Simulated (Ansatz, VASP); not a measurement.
## MgO: VASP beside Ansatz

The input INCAR:

```
SYSTEM = MgO
PREC     = Accurate       ! precision mode
ENCUT    = 520            ! plane-wave cutoff, eV
EDIFF    = 1E-6           ! SCF threshold, eV
ISMEAR   = 0              ! smearing method
SIGMA    = 0.02           ! smearing width, eV
LREAL    = .False.        ! projectors in reciprocal space
LASPH    = .True.         ! aspherical terms in the spheres
NELM     = 60             ! most SCF steps
ALGO     = Normal         ! electronic algorithm
ISIF     = 2              ! what is computed and relaxed
LWAVE    = .False.        ! write WAVECAR
LCHARG   = .False.        ! write CHGCAR
GGA      = PE             ! functional
NBANDS   = 11             ! bands
```

KPOINTS

```
Automatic mesh
0
Gamma
  10 10 10
  0 0 0
```

The input POSCAR:

```
MgO
1.0
    2.6055247943      0.0000000000      0.0000000000
    0.0000000000      2.6055247943      0.0000000000
    0.0000000000      0.0000000000      2.6055247943
Mg O
1 1
Direct
    0.0000000000      0.0000000000      0.0000000000
    0.5000000000      0.5000000000      0.5000000000
```

Input for Ansatz:

```yaml
crystal:
  lattice:
    - [2.6055247943, 0.0, 0.0]
    - [0.0, 2.6055247943, 0.0]
    - [0.0, 0.0, 2.6055247943]
  atoms:
    - { symbol: Mg, position: [0.0, 0.0, 0.0] }
    - { symbol: O, position: [0.5, 0.5, 0.5] }
basis:
  ecutwfc: 420
kpoints:
  mp_grid: { grid: [10, 10, 10] }
hamiltonian:
  xc: pbe
scf:
  occupations: { method: gaussian, width: 0.02 }
output:
  forces: true
  stress: true
  eigenvalues: true
```

Alike in both runs: task single point; functional PBE; k mesh 10 × 10 × 10; occupations gaussian, width 0.02 eV; no spin polarisation.

|  | VASP | Ansatz |
| --- | --- | --- |
| version | VASP 6.6.1 | Ansatz 0.2.0 |
| potentials or method | VASP PAW PBE potentials, release 64 (Mg, O), cutoff 520 eV | scalar-relativistic, plane waves, PAW |
| valence electrons in the cell | 8 | 16 |

```tsv
	VASP	Ansatz	Ansatz less VASP
gap on the k mesh at the Fermi level (eV)	2.81	2.83	+0.019
least direct gap on the mesh (eV)	3.86	3.87	+0.014
pressure (GPa)	9.0	9.7	+0.76
```

VASP's potentials hold 8 valence electrons a cell and Ansatz's 16, so a difference there can come from the potentials and not from the codes.
